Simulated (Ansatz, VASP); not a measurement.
# One calculation of HClF2, two programs

Contents of POSCAR:

```
HClF2
1.0
    3.7897615681      0.0000000000      0.0000000000
   -1.8948807840      3.2820297922      0.0000000000
    0.0000000000      0.0000000000      6.0537510475
H Cl F
1 1 2
Direct
    0.0000000000      0.0000000000      0.5000000000
    0.0000000000      0.0000000000      0.0000000000
    0.0000000000      0.0000000000      0.3128112326
    0.0000000000      0.0000000000      0.6871887674
```

INCAR.step1

```
SYSTEM = HClF2
  PREC = Accurate
  ENCUT = 520
  ISMEAR = 0
  SIGMA = 0.02
  LREAL = .FALSE.
  LASPH = .TRUE.
  NELM = 60
  NBANDS = 19
  GGA = PE
  ALGO = Normal
  EDIFF = 1E-4
  LWAVE = .TRUE.
  LCHARG = .FALSE.
```

File INCAR.step2:

```
SYSTEM = HClF2
  PREC = Accurate
  ENCUT = 520
  EDIFF = 1E-7
  ISMEAR = 0
  SIGMA = 0.02
  LREAL = .FALSE.
  LASPH = .TRUE.
  NELM = 60
  ALGO = Normal
  ISIF = 2
  LWAVE = .FALSE.
  LCHARG = .FALSE.
  METAGGA = R2SCAN
  LMIXTAU = .TRUE.
  NBANDS = 19
  ISTART = 1
```

The input KPOINTS:

```
Automatic mesh
0
G
  12 12 6
  0 0 0
```

Input for Ansatz:

```yaml
crystal:
  lattice:
    - [3.7897615681, 0.0, 0.0]
    - [-1.894880784, 3.2820297922, 0.0]
    - [0.0, 0.0, 6.0537510475]
  atoms:
    - { symbol: H, position: [0.0, 0.0, 0.5] }
    - { symbol: Cl, position: [0.0, 0.0, 0.0] }
    - { symbol: F, position: [0.0, 0.0, 0.3128112326] }
    - { symbol: F, position: [0.0, 0.0, 0.6871887674] }
basis:
  ecutwfc: 500
kpoints:
  mp_grid: { grid: [12, 12, 6] }
  band_path:
    path:
      - [[0.0, 0.0, 0.0], [0.5, 0.0, 0.0], [0.33333333, 0.33333333, 0.0], [0.0, 0.0, 0.0], [0.0, 0.0, 0.5], [0.5, 0.0, 0.5], [0.33333333, 0.33333333, 0.5], [0.0, 0.0, 0.5]]
      - [[0.5, 0.0, 0.5], [0.5, 0.0, 0.0]]
      - [[0.33333333, 0.33333333, 0.5], [0.33333333, 0.33333333, 0.0]]
    npoints: 14
hamiltonian:
  xc: r2scan
scf:
  occupations: { method: gaussian, width: 0.02 }
  n_extra_bands: 10
output:
  forces: true
  stress: true
  eigenvalues: true
  populations: true
  dos: { projected: true, de: 0.02, nscf_kmesh: { grid: [18, 18, 9] } }
  bader: true
  write_density: true
  write_potential: true
  elf: true
  volumetric_format: npy
```

Alike in both runs: task single point; functional r2SCAN; k mesh 12 × 12 × 6; occupations gaussian, width 0.02 eV; no spin polarisation.

```csv
,VASP,Ansatz
version,VASP 6.6.1,Ansatz 0.2.0
potentials or method,"VASP PAW PBE potentials, release 64 (H, Cl, F), cutoff 520 eV","scalar-relativistic, plane waves, PAW"
valence electrons in the cell,22,22
```

VASP gave:

```
gap on the k mesh at the Fermi level (eV)                     : 1.62
least direct gap on the mesh (eV)                             : 1.62
pressure (GPa)                                                : -1.1
traceless stress, the component that is largest in VASP (GPa) : -1.82
rms of the force components (eV/Å)                            : 0.018
```

Question: What did Ansatz give for the same quantities?

Answer: gap on the k mesh at the Fermi level (eV): 1.63; least direct gap on the mesh (eV): 1.63; pressure (GPa): -0.8; traceless stress, the component that is largest in VASP (GPa): -1.69; rms of the force components (eV/Å): 0.039.

VASP's potentials were made for PBE, not for r2SCAN. Atom by atom the forces differ by 0.057 eV/Å (rms over components). With one functional, cell and mesh, what is left measures potentials, basis and numerics.
